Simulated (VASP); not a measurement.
# AlN in VASP: a series of runs, part 2 of 2

VASP 6.6.1.

## 4. Electric field gradients, PBEsol (equal xy, yz and zx shear strains of +1 %)

Contents of INCAR:

```
SYSTEM = AlN
ALGO = Normal
EDIFF = 1E-8
ENCUT = 520
GGA = PS
ISIF = 2
ISMEAR = -1
LASPH = .TRUE.
LCHARG = .FALSE.
LEFG = .TRUE.
LREAL = .FALSE.
LWAVE = .FALSE.
NBANDS = 16
NELM = 100
PREC = Accurate
SIGMA = 0.03
```

Contents of KPOINTS:

```
k-points
0
G
  10 10 6
  0 0 0
```

Contents of POSCAR:

```
AlN
1.0
    3.1110021516      0.0155550108      0.0155550108
   -1.5420300413      2.6864293891      0.0056935291
    0.0248900000      0.0248900000      4.9780000000
Al N
2 2
Direct
    0.3333333333      0.6666666667      0.0000000000
    0.6666666667      0.3333333333      0.5000000000
    0.3333333333      0.6666666667      0.3850000000
    0.6666666667      0.3333333333      0.8850000000
```

Potentials or basis: VASP PAW PBE potentials, release 64 (Al, N).

Launch:

```sh
$ cat potpaw_PBE.64/Al/POTCAR potpaw_PBE.64/N/POTCAR > POTCAR
$ mpirun -np 1 vasp_std > vasp.out
```

OUTCAR:

```text
SYSTEM = AlN
   EDIFF = 1E-8
   ENCUT = 520
   GGA = PS
   ISIF = 2
   ISMEAR = -1
   LASPH = .TRUE.
   LREAL = .FALSE.
   NELM = 100
   PREC = Accurate

 ion  position               nearest neighbor table
   1  0.333  0.667  0.000-   4 1.88   4 1.88   4 1.90   3 1.92   2 3.05   2 3.05   2 3.06   2 3.07
                             2 3.08   2 3.09
   2  0.667  0.333  0.500-   3 1.88   3 1.89   3 1.89   4 1.92   1 3.05   1 3.05   1 3.06   1 3.07
                             1 3.08   1 3.09
   3  0.333  0.667  0.385-   2 1.88   2 1.89   2 1.89   1 1.92
   4  0.667  0.333  0.885-   1 1.88   1 1.88   1 1.90   2 1.92

  LATTYP: Found a triclinic cell.
 ALAT       =     3.1245551172
 B/A-ratio  =     0.9913558883
 C/A-ratio  =     1.5932266392
 COS(alpha) =     0.0036852528
 COS(beta)  =     0.0136346634
 COS(gamma) =     0.5000188430

  Lattice vectors:

 A1 = (   1.5689721103,   2.7019843999,   0.0212485399)
 A2 = (  -1.5420300413,   2.6864293891,   0.0056935291)
 A3 = (   0.0248900000,   0.0248900000,   4.9780000000)

Analysis of symmetry for initial positions (statically):
=====================================================================
 Subroutine PRICEL returns:
 Original cell was already a primitive cell.

 Routine SETGRP: Setting up the symmetry group for a
 triclinic supercell.

 Subroutine GETGRP returns: Found  1 space group operations
 (whereof  1 operations were pure point group operations)
 out of a pool of  2 trial point group operations.

The static configuration has the point symmetry C_1 .

Analysis of symmetry for dynamics (positions and initial velocities):
=====================================================================
 Subroutine PRICEL returns:
[... 620 lines left out ...]
     15      18.5201      0.00000
     16      19.5712      0.00000

 [... further k-points ...]
[... 5 lines left out ...]
  --------------------------------------------------------------------------------------
  -------------------------------------------------------------------------------------
  Total        0.3226242      0.3234373     -0.1966568     -0.4684859     -0.3337800     -0.3339020
  in kB       12.3895004     12.4207275     -7.5520670    -17.9909226    -12.8179094    -12.8225937
  external PRESSURE =       5.7527203 kB  Pullay stress =       0.0000000 kB

 VOLUME and BASIS-vectors are now :
 -----------------------------------------------------------------------------
  energy-cutoff  :      520.00
  volume of cell :       41.72
      direct lattice vectors                 reciprocal lattice vectors
     3.111002152  0.015555011  0.015555011     0.320532476  0.183993323 -0.002522629
    -1.542030041  2.686429389  0.005693529    -0.001846693  0.371185211 -0.001846693
     0.024890000  0.024890000  4.978000000    -0.000999472 -0.000999472  0.200893884

 POSITION                                       TOTAL-FORCE (eV/Angst)
 -----------------------------------------------------------------------------------
      0.00898      1.79614      0.00898        -0.146473     -0.050524      0.181838
      1.57244      0.91829      2.50127         0.041336     -0.054341      0.178647
      0.01856      1.80572      1.92551        -0.056373      0.054304     -0.178110
      1.58202      0.92787      4.41780         0.161510      0.050562     -0.182375
 -----------------------------------------------------------------------------------
    total drift:                                0.000068      0.000318     -0.000078

  FREE ENERGIE OF THE ION-ELECTRON SYSTEM (eV)
  ---------------------------------------------------
  free  energy   TOTEN  =       -31.3038327649 eV

  energy  without entropy=      -31.3038327649  energy(sigma->0) =      -31.30383276

 Electric field gradients (V/A^2)
---------------------------------------------------------------------
 ion       V_xx      V_yy      V_zz      V_xy      V_xz      V_yz
---------------------------------------------------------------------
   1      -3.221    -5.329     8.550     1.988     1.105    -0.037
   2      -5.328    -3.189     8.517    -0.135    -1.165    -0.023
   3      -0.471    -0.214     0.685     1.241     0.920     1.094
   4      -0.198    -0.494     0.692     1.517     1.261     1.085
---------------------------------------------------------------------

 Electric field gradients after diagonalization (V/A^2)
 (convention: |V_zz| > |V_xx| > |V_yy|)
----------------------------------------------------------------------
 ion       V_xx      V_yy      V_zz     asymmetry (V_yy - V_xx)/ V_zz
----------------------------------------------------------------------
   1      -6.550    -2.105     8.654       0.514
   2      -5.434    -3.181     8.615       0.261
   3      -1.591    -0.637     2.228       0.429
   4      -1.872    -0.744     2.616       0.431
----------------------------------------------------------------------

           NMR quadrupolar parameters

 Cq : quadrupolar parameter    Cq=e*Q*V_zz/h
 eta: asymmetry parameters     (V_yy - V_xx)/ V_zz
 Q  : nuclear electric quadrupole moment in mb (millibarn)
----------------------------------------------------------------------
 ion       Cq(MHz)       eta       Q (mb)
----------------------------------------------------------------------
   1       0.021       0.514       1.000
   2       0.021       0.261       1.000
   3       0.005       0.429       1.000
   4       0.006       0.431       1.000
----------------------------------------------------------------------
```

stdout:

```text
POSCAR found type information on POSCAR AlN
 POSCAR found :  2 types and       4 ions
 scaLAPACK will be used
 -----------------------------------------------------------------------------
|                                                                             |
|                                                                             |
|     You enforced a specific xc type in the INCAR file but a different       |
|     I HOPE YOU KNOW WHAT YOU ARE DOING!                                     |
|                                                                             |
 -----------------------------------------------------------------------------

 LDA part: xc-table for (Slater+PW92), standard interpolation
 POSCAR, INCAR and KPOINTS ok, starting setup
 FFT: planning ... GRIDC
 FFT: planning ... GRID_SOFT
 FFT: planning ... GRID
 WAVECAR not read
 entering main loop
ion   1
     0.0000349    -0.1192702    -0.0011131    -0.4210515    -0.0675672    -0.0611483
     0.0000480    -0.1192702    -0.0011131    -0.4210515    -0.0675672    -0.0611483
     0.0000661    -0.1192702    -0.0011131    -0.4210515    -0.0675672    -0.0611483
     0.0000910    -0.1192702    -0.0011131    -0.4210515    -0.0675672    -0.0611483
[... 34 lines left out ...]
     0.0000281    -1.5532014    -1.0270861    -0.8824442    -1.2555777    -0.2018289
     0.0000381    -1.5532012    -1.0270860    -0.8824442    -1.2555775    -0.2018289
     0.0000517    -1.5532010    -1.0270858    -0.8824441    -1.2555773    -0.2018289
     0.0000701    -1.5532005    -1.0270855    -0.8824439    -1.2555770    -0.2018288
```

Wall time 3.6 min (1 thread of Intel Xeon 8259CL, shared host); peak memory 0.28 GiB.

What came out:

* Free energy: -31.3038 eV
* Pressure: 0.6 GPa
* Largest force: 0.249 eV/Å
* Band gap on the k mesh: 4.08 eV
* Largest electric field gradient by atom: Al +8.7, +8.6; N +2.2, +2.6 V/Å²

Forces in eV/Å, atoms in the order of the input:
```
Al  -0.146 -0.051  0.182
Al   0.041 -0.054  0.179
N   -0.056  0.054 -0.178
N    0.162  0.051 -0.182
```

Electric field gradients, principal values (V/Å²):
```csv
atom,least,middle,greatest (by size)
1 Al,-2.105,-6.550,8.654
2 Al,-3.181,-5.434,8.615
3 N,-0.637,-1.591,2.228
4 N,-0.744,-1.872,2.616
```

Caveat: the cell differs from its parent crystal (equal xy, yz and zx shear strains of +1 %); without QUAD_EFG the Cq values of the log hold for a quadrupole moment of 1 mb, not for the nuclei; the PAW data sets were made with another functional, which shifts forces and pressure a little.

## 5. Against experiment

Step 2. Measured gap of AlN: 6.0343 eV (an exciton energy, a little under the gap; 0 K; quoted in “Structural and optical properties of self-assembled AlN nanowires grown on SiO2/Si substrates by molecular beam epitaxy”, 2024, arxiv:2402.00216). This calculation gives 4.09 eV (-1.94 eV). 2 values of this kind are on record (6.034 to 6.0343 eV); this one was drawn at random. The value is that of PBEsol, without temperature or zero-point motion. Semilocal functionals fall short of measured gaps as a rule.

Step 3. Measured gap of AlN: 6.034 eV (an exciton energy, a little under the gap; 10 K; quoted in “Self-assembly of well-separated AlN nanowires directly on sputtered metallic TiN films”, 2019, arxiv:1910.07391). This calculation gives 4.09 eV (-1.94 eV). 2 values of this kind are on record (6.034 to 6.0343 eV); this one was drawn at random. The value is that of PBEsol, without temperature or zero-point motion. Semilocal functionals fall short of measured gaps as a rule.
